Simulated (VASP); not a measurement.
# C (Fd-3m) in VASP: a series of runs

The runs below take C through single point, with PBE.

Program: VASP 6.6.1. These are calculated values, not measurements. Logs are shortened: lines on timing, memory, paths and dates and some standing lists are left out, and cuts for length are marked.

## 1. The cell of the first run

Symmetry: Fd-3m, No. 227, cubic system. The conventional cell has a = 3.567 Å, b = 3.567 Å, c = 3.567 Å, α = 90.00°, β = 90.00°, γ = 90.00°. Within 2.1 Å of C (site symmetry -43m) lie 4 C at 1.54 Å.

## 2. Single point, PBE

The input, INCAR:

```
SYSTEM = C
  PREC = Accurate
  ENCUT = 520
  EDIFF = 1E-7
  ISMEAR = 0
  SIGMA = 0.05
  LREAL = .FALSE.
  LASPH = .TRUE.
  NELM = 80
  ALGO = Normal
  ISIF = 2
  LWAVE = .FALSE.
  LCHARG = .TRUE.
  GGA = PE
  LELF = .TRUE.
  LVHAR = .TRUE.
  NBANDS = 26
```

The input, KPOINTS:

```
regular mesh
0
G
  6 6 6
  0 0 0
```

The input, POSCAR:

```
C
1.0
    3.5668000000      0.0000000000      0.0000000000
    0.0000000000     -3.5668000000      0.0000000000
    0.0000000000      0.0000000000     -3.5668000000
C
8
Direct
    0.5000000000      0.0000000000      0.0000000000
    0.0000000000      0.5000000000      0.0000000000
    0.0000000000      0.0000000000      0.5000000000
    0.5000000000      0.5000000000      0.5000000000
    0.7500000000      0.7500000000      0.7500000000
    0.2500000000      0.2500000000      0.7500000000
    0.2500000000      0.7500000000      0.2500000000
    0.7500000000      0.2500000000      0.2500000000
```

Potentials or basis: VASP PAW PBE potentials, release 64 (C).

Started as:

```
$ cat potpaw_PBE.64/C/POTCAR > POTCAR
$ mpirun -np 1 vasp_std > vasp.out
```

OUTCAR:

```text
SYSTEM = C
   PREC = Accurate
   ENCUT = 520
   EDIFF = 1E-7
   ISMEAR = 0
   LREAL = .FALSE.
   LASPH = .TRUE.
   NELM = 80
   ISIF = 2
   GGA = PE

 ion  position               nearest neighbor table
   1  0.500  0.000  0.000-   5 1.54   6 1.54   7 1.54   8 1.54
   2  0.000  0.500  0.000-   5 1.54   6 1.54   7 1.54   8 1.54
   3  0.000  0.000  0.500-   5 1.54   6 1.54   7 1.54   8 1.54
   4  0.500  0.500  0.500-   5 1.54   6 1.54   7 1.54   8 1.54
   5  0.750  0.750  0.750-   1 1.54   2 1.54   3 1.54   4 1.54
   6  0.250  0.250  0.750-   1 1.54   2 1.54   3 1.54   4 1.54
   7  0.250  0.750  0.250-   1 1.54   2 1.54   3 1.54   4 1.54
   8  0.750  0.250  0.250-   1 1.54   2 1.54   3 1.54   4 1.54

  LATTYP: Found a simple cubic cell.
 ALAT       =     3.5668000000

  Lattice vectors:

 A1 = (   3.5668000000,   0.0000000000,   0.0000000000)
 A2 = (   0.0000000000,  -3.5668000000,   0.0000000000)
 A3 = (   0.0000000000,   0.0000000000,  -3.5668000000)

Analysis of symmetry for initial positions (statically):
=====================================================================
 Subroutine PRICEL returns following result:

  LATTYP: Found a face centered cubic cell.
 ALAT       =     3.5668000000

  Lattice vectors:

 A1 = (   1.7834000000,   1.7834000000,   0.0000000000)
 A2 = (   1.7834000000,   0.0000000000,  -1.7834000000)
 A3 = (   0.0000000000,   1.7834000000,  -1.7834000000)

   4 primitive cells build up your supercell.

 Routine SETGRP: Setting up the symmetry group for a
 simple cubic supercell.

 Subroutine GETGRP returns: Found 48 space group operations
 (whereof 24 operations were pure point group operations)
 out of a pool of 48 trial point group operations.

The static configuration has the point symmetry T_d .
 The point group associated with its full space group is O_h .

Analysis of symmetry for dynamics (positions and initial velocities):
=====================================================================
 Subroutine PRICEL returns following result:

  LATTYP: Found a face centered cubic cell.
 ALAT       =     3.5668000000

  Lattice vectors:

 A1 = (   1.7834000000,   1.7834000000,   0.0000000000)
 A2 = (   1.7834000000,   0.0000000000,  -1.7834000000)
 A3 = (   0.0000000000,   1.7834000000,  -1.7834000000)

   4 primitive cells build up your supercell.

 Routine SETGRP: Setting up the symmetry group for a
 simple cubic supercell.

 Subroutine GETGRP returns: Found 48 space group operations
 (whereof 24 operations were pure point group operations)
 out of a pool of 48 trial point group operations.

The dynamic configuration has the point symmetry T_d .
 The point group associated with its full space group is O_h .

 Subroutine INISYM returns: Found 48 space group operations
 (whereof 24 operations are pure point group operations),
 and found     4 'primitive' translations

----------------------------------------------------------------------------------------

                                     Primitive cell

  volume of cell :      11.3443

  direct lattice vectors                    reciprocal lattice vectors
     1.783400000  1.783400000  0.000000000     0.280363351  0.280363351  0.280363351
     1.783400000  0.000000000 -1.783400000     0.280363351 -0.280363351 -0.280363351
     0.000000000  1.783400000 -1.783400000    -0.280363351  0.280363351 -0.280363351

  length of vectors
     2.522108467  2.522108467  2.522108467     0.485603568  0.485603568  0.485603568

  position of ions in fractional coordinates (direct lattice)
     0.500000000  0.500000000  0.500000000
     0.250000000  0.250000000  0.250000000

  ion indices of the primitive-cell ions
   primitive index   ion index
                 1           1
                 2           5

----------------------------------------------------------------------------------------

 KPOINTS: regular mesh

Automatic generation of k-mesh.
 Grid dimensions read from file:
 generate k-points for:    6    6    6

 Generating k-lattice:

  Cartesian coordinates                     Fractional coordinates (reciprocal lattice)
     0.046727225  0.000000000  0.000000000     0.166666667  0.000000000  0.000000000
     0.000000000 -0.046727225  0.000000000     0.000000000  0.166666667  0.000000000
     0.000000000  0.000000000 -0.046727225     0.000000000  0.000000000  0.166666667

  Length of vectors
     0.046727225  0.046727225  0.046727225

  Shift w.r.t. Gamma in fractional coordinates (k-lattice)
     0.000000000  0.000000000  0.000000000

 Subroutine IBZKPT returns following result:
 ===========================================

 Found     20 irreducible k-points:

 Following reciprocal coordinates:
            Coordinates               Weight
  0.000000  0.000000  0.000000      1.000000
  0.166667  0.000000  0.000000      6.000000
  0.333333  0.000000  0.000000      6.000000
  0.500000  0.000000  0.000000      3.000000
  0.166667  0.166667  0.000000     12.000000
  0.333333  0.166667  0.000000     24.000000
[... 12 lines left out ...]
  0.500000  0.500000  0.333333      6.000000
  0.500000  0.500000  0.500000      1.000000
   k-points           NKPTS =     20   k-points in BZ     NKDIM =     20   number of bands    NBANDS=     26
   number of dos      NEDOS =    301   number of ions     NIONS =      8
   total plane-waves  NPLWV =  21952
   dimension x,y,z NGX =    28 NGY =   28 NGZ =   28
   dimension x,y,z NGXF=    56 NGYF=   56 NGZF=   56
   ions per type =               8
   NGX,Y,Z   is equivalent  to a cutoff of  13.05, 13.05, 13.05 a.u.
   NGXF,Y,Z  is equivalent  to a cutoff of  26.10, 26.10, 26.10 a.u.
 SYSTEM =  C
   PREC   = accura    normal or accurate (medium, high low for compatibility)
   ISTART =      0    job   : 0-new  1-cont  2-samecut
   ICHARG =      2    charge: 1-file 2-atom 10-const
   ISPIN  =      1    spin polarized calculation?
   LNONCOLLINEAR =      F non collinear calculations
   LSORBIT =      F    spin-orbit coupling
   LASPH  =      T    aspherical Exc in radial PAW
   ENCUT  =  520.0 eV  38.22 Ry    6.18 a.u.   6.63  6.63  6.63*2*pi/ulx,y,z
   NELM   =     80;   NELMIN=  2; NELMDL= -5     # of ELM steps
   EDIFF  = 0.1E-06   stopping-criterion for ELM
   LREAL  =      F    real-space projection
   EDIFFG = 0.1E-05   stopping-criterion for IOM
   NSW    =      0    number of steps for IOM
   IBRION =     -1    ionic relax: 0-MD 1-quasi-New 2-CG
   NFREE  =      0    steps in history (QN), initial steepest desc. (CG)
   ISIF   =      2    stress and relaxation
   ISYM   =      2    0-nonsym 1-usesym 2-fastsym
   POTIM  = 0.5000    time-step for ionic-motion
   TEBEG  =    0.0;   TEEND  =   0.0 temperature during run
   PSTRESS=    0.0 pullay stress
   NELECT =      32.0000    total number of electrons
   NUPDOWN=      -1.0000    fix difference up-down
   EMIN   =  10.00;   EMAX   =-10.00  energy-range for DOS
   EFERMI =   0.00;   METHOD = LEGACY
   ISMEAR =     0;   SIGMA  =   0.05  broadening in eV -4-tet -1-fermi 0-gaus
   EFERMI_NEDOS =   21; number of points for ismear=-14 and -15
   IALGO  =     38    algorithm
   IMIX   =      4    mixing-type and parameters
     AMIX     =   0.40;   BMIX     =  1.00
     AMIX_MAG =   1.60;   BMIX_MAG =  1.00
  volume/ion in A,a.u.               =       5.67        38.28
  Fermi-wavevector in a.u.,A,eV,Ry     =   1.457178  2.753668 28.890189  2.123369
  Thomas-Fermi vector in A             =   2.574010
   LORBIT       =      0    0 simple, 1 ext, 2 COOP (PROOUT), +10 PAW based schemes
   GGA     = PE    functional components
   LHFCALC =     F    Hartree Fock is set to
   AEXX    =    0.0000 exact exchange contribution
   IVDW    =     0    specifies the selected vdW correction
   LEPSILON=     F    determine dielectric tensor
   LRPA    =     F    only Hartree local field effects (RPA)
 non-spin polarized calculation
 Gauss-broadening in eV      SIGMA  =   0.05
  energy-cutoff  :      520.00
  volume of cell :       45.38
 maximum number of plane-waves:      1233
 NGX is ok and might be reduce to    28

 number of electron      31.9999997 magnetization

 Free energy of the ion-electron system (eV)
  ---------------------------------------------------
  ext. energy  EPLUGINS =         0.00000000
  ---------------------------------------------------
  free energy    TOTEN  =       -72.74087639 eV

  energy without entropy =      -72.74087639  energy(sigma->0) =      -72.74087639

 E-fermi :  10.0142     XC(G=0): -13.2506

 val. band max:        9.7294111835   @ k =   0.0000   0.0000   0.0000
 cond. band min:      13.8822580822   @ k =   0.3333   0.0000   0.0000
 fundamental gap:      4.1528468987
 Fermi energy:        10.0142198733

 k-point     1 :       0.0000    0.0000    0.0000
  band No.  band energies     occupation
      1     -11.7473      2.00000
      2      -3.0336      2.00000
      3      -3.0336      2.00000
      4      -3.0336      2.00000
      5      -3.0336      2.00000
      6      -3.0336      2.00000
[... 18 lines left out ...]
     25      15.3191      0.00000
     26      23.0602      0.00000

 k-point     2 :       0.1667    0.0000    0.0000
  band No.  band energies     occupation
      1     -11.4908      2.00000
      2      -5.5588      2.00000
      3      -2.8748      2.00000
      4      -2.8748      2.00000
      5      -2.8748      2.00000
      6      -2.8748      2.00000
[... 18 lines left out ...]
     25      16.4504      0.00000
     26      23.1813      0.00000

 k-point     3 :       0.3333    0.0000    0.0000
  band No.  band energies     occupation
      1     -10.7251      2.00000
      2      -7.7260      2.00000
      3      -2.4899      2.00000
      4      -2.4899      2.00000
      5      -2.4899      2.00000
      6      -2.4899      2.00000
[... 456 lines left out ...]
 k-point    19 :       0.5000    0.5000    0.3333
  band No.  band energies     occupation
      1      -6.4642      2.00000
      2      -6.4642      2.00000
      3      -6.4642      2.00000
      4      -6.4642      2.00000
      5      -2.7028      2.00000
      6      -2.7028      2.00000
[... 18 lines left out ...]
     25      19.1964      0.00000
     26      19.1964      0.00000

 k-point    20 :       0.5000    0.5000    0.5000
  band No.  band energies     occupation
      1      -5.9717      2.00000
      2      -5.9717      2.00000
      3      -5.9717      2.00000
      4      -5.9717      2.00000
      5      -3.6422      2.00000
      6      -3.6422      2.00000
[... 18 lines left out ...]
     25      18.5768      0.00000
     26      18.5768      0.00000

------------------------ aborting loop because EDIFF is reached ----------------------------------------

  FORCE on cell =-STRESS in cart. coord.  units (eV):
  Direction    XX          YY          ZZ          XY          YZ          ZX
  --------------------------------------------------------------------------------------
  -------------------------------------------------------------------------------------
  Total        0.6895323      0.6895323      0.6895323     -0.0000000      0.0000000      0.0000000
  in kB       24.3460724     24.3460724     24.3460724     -0.0000000      0.0000000      0.0000000
  external PRESSURE =      24.3460724 kB  Pullay stress =       0.0000000 kB

 VOLUME and BASIS-vectors are now :
 -----------------------------------------------------------------------------
  energy-cutoff  :      520.00
  volume of cell :       45.38
      direct lattice vectors                 reciprocal lattice vectors
     3.566800000  0.000000000  0.000000000     0.280363351  0.000000000  0.000000000
     0.000000000 -3.566800000  0.000000000     0.000000000 -0.280363351  0.000000000
     0.000000000  0.000000000 -3.566800000     0.000000000  0.000000000 -0.280363351

 POSITION                                       TOTAL-FORCE (eV/Angst)
 -----------------------------------------------------------------------------------
      1.78340      0.00000      0.00000        -0.000000     -0.000000      0.000000
      0.00000     -1.78340      0.00000         0.000000      0.000000      0.000000
      0.00000      0.00000     -1.78340        -0.000000     -0.000000      0.000000
      1.78340     -1.78340     -1.78340        -0.000000     -0.000000      0.000000
      2.67510     -2.67510     -2.67510        -0.000000     -0.000000     -0.000000
      0.89170     -0.89170     -2.67510         0.000000      0.000000     -0.000000
      0.89170     -2.67510     -0.89170         0.000000      0.000000     -0.000000
      2.67510     -0.89170     -0.89170         0.000000     -0.000000      0.000000
 -----------------------------------------------------------------------------------
    total drift:                                0.000000     -0.000000      0.000000

  FREE ENERGIE OF THE ION-ELECTRON SYSTEM (eV)
  ---------------------------------------------------
  free  energy   TOTEN  =       -72.7408763916 eV

  energy  without entropy=      -72.7408763916  energy(sigma->0) =      -72.74087639
```

It took 9.1 s on 1 thread of Intel Xeon 6975P-C (Granite Rapids), shared host; peak memory 0.15 GiB.

Results:

| Item | Value |
| --- | --- |
| Free energy | -72.7409 eV |
| Pressure | 2.4 GPa |
| Band gap on the k mesh | 4.15 eV |

A k mesh can miss the band edges.

## 3. Single point, PBE

This run uses another cell than the first one: it holds 2 atoms, not 8.

The input, INCAR:

```
PREC     = Accurate       # precision mode
ENCUT    = 520            # plane-wave cutoff, eV
EDIFF    = 1E-6           # SCF threshold, eV
ISMEAR   = 0              # smearing method
SIGMA    = 0.05           # smearing width, eV
LREAL    = F              # projectors in reciprocal space
LASPH    = T              # aspherical terms in the spheres
NELM     = 60             # most SCF steps
ALGO     = Normal         # electronic algorithm
ISIF     = 2              # what is computed and relaxed
LWAVE    = F              # write WAVECAR
LCHARG   = F              # write CHGCAR
GGA      = PE             # functional
NBANDS   = 11             # bands
```

The input, KPOINTS:

```
regular mesh
0
Gamma
  12 12 12
```

The input, POSCAR:

```
C
1.0
    0.0000000000      1.7834000000      1.7834000000
    1.7834000000      0.0000000000      1.7834000000
    1.7834000000      1.7834000000      0.0000000000
C
2
Direct
    0.5000000000      0.5000000000      0.5000000000
    0.7500000000      0.7500000000      0.7500000000
```

Potentials or basis: VASP PAW PBE potentials, release 64 (C).

Started as:

```
$ cat potpaw_PBE.64/C/POTCAR > POTCAR
$ mpirun -np 1 vasp_std > vasp.out
```

Wall time 8.4 s (1 thread of Intel Xeon Platinum 8488C (Sapphire Rapids), shared host); peak memory 0.11 GiB.

Results (log left out):

```yaml
Free_energy: -18.1853 eV
Pressure: 2.4 GPa
Band_gap_on_the_k_mesh: 4.15 eV, indirect (least direct gap 5.59 eV)
```

Levels at points of the mesh, in eV from the valence-band top:
| k point | band 2 | band 3 | band 4 | band 5 | band 6 | band 7 |
| --- | --- | --- | --- | --- | --- | --- |
| (0.00, 0.00, 0.00) | 0.00 | 0.00 | 0.00 | 5.59 | 5.59 | 5.59 |
| (0.50, 0.00, 0.00) | -13.37 | -2.80 | -2.80 | 8.46 | 8.46 | 8.85 |
| (0.50, 0.50, 0.00) | -12.76 | -6.30 | -6.30 | 4.76 | 4.76 | 16.81 |

## 4. Single point, PBE

The input, INCAR:

```
PREC = Accurate ; ENCUT = 600
EDIFF = 1E-6 ; ISMEAR = 0
SIGMA = 0.05 ; LREAL = F
LASPH = T ; NELM = 120
ALGO = Normal ; ISIF = 2
LWAVE = F ; LCHARG = T
GGA = PE ; LELF = T
LVHAR = T ; NBANDS = 26
GGA_COMPAT = F
```

The input, KPOINTS:

```
Automatic mesh
0
Gamma
  6 6 6
```

The input, POSCAR:

```
C
1.0
    3.5668000000      0.0000000000      0.0000000000
    0.0000000000     -3.5668000000      0.0000000000
    0.0000000000      0.0000000000     -3.5668000000
C
8
Direct
    0.5000000000      0.0000000000      0.0000000000
    0.0000000000      0.5000000000      0.0000000000
    0.0000000000      0.0000000000      0.5000000000
    0.5000000000      0.5000000000      0.5000000000
    0.7500000000      0.7500000000      0.7500000000
    0.2500000000      0.2500000000      0.7500000000
    0.2500000000      0.7500000000      0.2500000000
    0.7500000000      0.2500000000      0.2500000000
```

Started as:

```
$ cat potpaw_PBE.64/C/POTCAR > POTCAR
$ mpirun -np 1 vasp_std > vasp.out
```

Wall time 9.2 s (1 thread of Intel Xeon 6975P-C (Granite Rapids), shared host); peak memory 0.15 GiB.

Results (log left out):

* Free energy: -72.7601 eV
* Pressure: 1.8 GPa
* Band gap on the k mesh: 4.15 eV

Levels at points of the mesh, in eV from the valence-band top:
```
           k point  band 13  band 14  band 15  band 16  band 17  band 18  band 19  band 20
(0.00, 0.00, 0.00)    -6.30     0.00     0.00     0.00     4.76     4.76     4.76     4.76
(0.50, 0.00, 0.00)    -4.12    -4.12    -4.12    -4.12     4.44     4.44    10.25    10.25
(0.50, 0.50, 0.00)    -3.01    -3.01    -3.01    -3.01     7.93     7.93     7.93     7.93
(0.50, 0.50, 0.50)    -2.80    -2.80    -2.80    -2.80     8.46     8.46     8.46     8.46
```

(Part 1 of 2 ends here.)
